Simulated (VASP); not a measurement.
Bi, 1 atom in the cell. It takes space group Im-3m (No. 229, cubic). The conventional cell has a = 3.963 Å, b = 3.963 Å, c = 3.963 Å, α = 90.00°, β = 90.00°, γ = 90.00°. Bi (site symmetry m-3m) has 14 Bi at 3.43 to 3.96 Å within 4.5 Å. This isn't the form of Bi at room conditions, which is rhombohedral.

```yaml
Program: VASP 6.6.1
Task: single point
Functional: rpbe exchange, lyp correlation
Potentials_or_basis: VASP PAW PBE potentials, release 64 (Bi_d)
Cutoff: 500 eV
k_mesh: 9 × 9 × 9
Occupations: fermi-dirac, width 0.1 eV
Spin: collinear spin, zero start
Starting_moments: "[0.0] μB"
Fixed_moment: 0 μB
Dipole_correction: no
Further_INCAR_settings: ALGO = Normal; EDIFF = 1e-06; NBANDS = 18
```

Potentials or basis: VASP PAW PBE potentials, release 64 (Bi_d).

Launch:

```bash
$ cat potpaw_PBE.64/Bi_d/POTCAR > POTCAR
$ mpirun -np 1 vasp_std > vasp.out
```

Hardware: 1 thread of Intel(R) Xeon(R) Platinum 8259CL CPU @ 2.50GHz (Skylake/Cascade Lake), with other jobs on the host.

Question: How long does it take, and how much memory?

Answer: It took 28 s on 1 thread of Intel(R) Xeon(R) Platinum 8259CL CPU @ 2.50GHz (Skylake/Cascade Lake) (shared host), peak memory 0.18 GiB. Counts: scf iterations 11, k points 35.
